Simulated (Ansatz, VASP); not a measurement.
One calculation of Bi2Pd, two programs

```
CELL_PARAMETERS angstrom
-1.68100 1.68100 6.36167
1.68100 -1.68100 6.36167
1.68100 1.68100 -6.36167
ATOMIC_POSITIONS crystal
Bi 0.36300 0.36300 0.00000
Bi 0.63700 0.63700 0.00000
Pd 0.00000 0.00000 0.00000
```

Change from the starting cell: zz strain of -2 %.

Alike in both runs: task single point; functional PBEsol; k mesh 15 × 15 × 15; occupations fermi-dirac, width 0.08 eV; no spin polarisation.

|  | VASP | Ansatz |
| --- | --- | --- |
| version | VASP 6.6.1 | Ansatz 0.2.0 |
| potentials or method | VASP PAW PBE potentials, release 64 (Bi_d, Pd), cutoff 520 eV | all-electron LAPW, scalar-relativistic |

Ansatz gave:

| Property | Result |
| --- | --- |
| pressure (GPa) | 0.5 |
| traceless stress, the component that is largest in VASP (GPa) | 0.17 |
| rms of the force components (eV/Å) | 0.011 |

Problem. Which values does VASP return?

Solution. Pressure (GPa): 0.5; traceless stress, the component that is largest in VASP (GPa): 0.17; rms of the force components (eV/Å): 0.015.

VASP's potentials were made for PBE, not for PBEsol. Atom by atom the forces differ by 0.004 eV/Å (rms over components). Ansatz ran all-electron here, and VASP with PAW potentials.

Neither program's run includes spin-orbit coupling.
